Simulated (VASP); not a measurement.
Wanted: the native input for a VASP 6.6.1 run.

```
Task                   : single point
Functional             : r2SCAN
Potentials or basis    : VASP PAW PBE potentials, release 64 (Ti_sv)
Cutoff                 : 520 eV
k mesh                 : 18 × 18 × 10
Occupations            : gaussian, width 0.15 eV
Spin                   : no spin polarisation
Dipole correction      : no
Further INCAR settings : ALGO = Normal; EDIFF = 1e-07; NBANDS = 19
```

The system is Ti.

```
Ti
1.0
     2.95000    0.00000    0.00000
    -1.47500    2.55477    0.00000
     0.00000    0.00000    4.75629
Ti
2
Direct
  0.33333 0.66667 0.25000
  0.66667 0.33333 0.75000
```

This cell differs from its parent crystal: strain +0.000 along x and y, +0.015 along z.

The input as run:

POSCAR

```
Ti
1.0
    2.9499978604      0.0000000000      0.0000000000
   -1.4749989302      2.5547730882      0.0000000000
    0.0000000000      0.0000000000      4.7562900000
Ti
2
Direct
    0.3333333333      0.6666666667      0.2500000000
    0.6666666667      0.3333333333      0.7500000000
```

INCAR.step1

```
  PREC = Accurate
  ENCUT = 520
  ISMEAR = 0
  SIGMA = 0.15
  LREAL = False
  LASPH = True
  NELM = 80
  NBANDS = 19
  GGA = PE
  ALGO = Normal
  EDIFF = 1E-4
  LWAVE = True
  LCHARG = False
```

INCAR.step2

```
  PREC = Accurate
  ENCUT = 520
  EDIFF = 1E-7
  ISMEAR = 0
  SIGMA = 0.15
  LREAL = False
  LASPH = True
  NELM = 80
  ALGO = Normal
  ISIF = 2
  LWAVE = False
  LCHARG = False
  METAGGA = R2SCAN
  LMIXTAU = True
  NBANDS = 19
  ISTART = 1
```

KPOINTS

```
Automatic mesh
0
Gamma
  18 18 10
```

Potentials or basis: VASP PAW PBE potentials, release 64 (Ti_sv).

Command:

```sh
$ cat potpaw_PBE.64/Ti_sv/POTCAR > POTCAR
$ cp INCAR.step1 INCAR
$ mpirun -np 1 vasp_std > vasp.out
$ cp INCAR.step2 INCAR
$ mpirun -np 1 vasp_std > vasp.out
```

Results of the run:

* Pressure: -3.5 GPa
* Band gap on the k mesh: zero (bands 12 and 13 overlap by 1.19 eV)

Caveat: the cell differs from its parent crystal (strain +0.000 along x and y, +0.015 along z); the cell stands under tension; the PAW data sets were made with another functional, which shifts forces and pressure a little.

Wall time 7 min on 1 thread of Intel(R) Xeon(R) Platinum 8259CL CPU @ 2.50GHz (Skylake/Cascade Lake), on a shared host, peak memory 0.25 GiB.
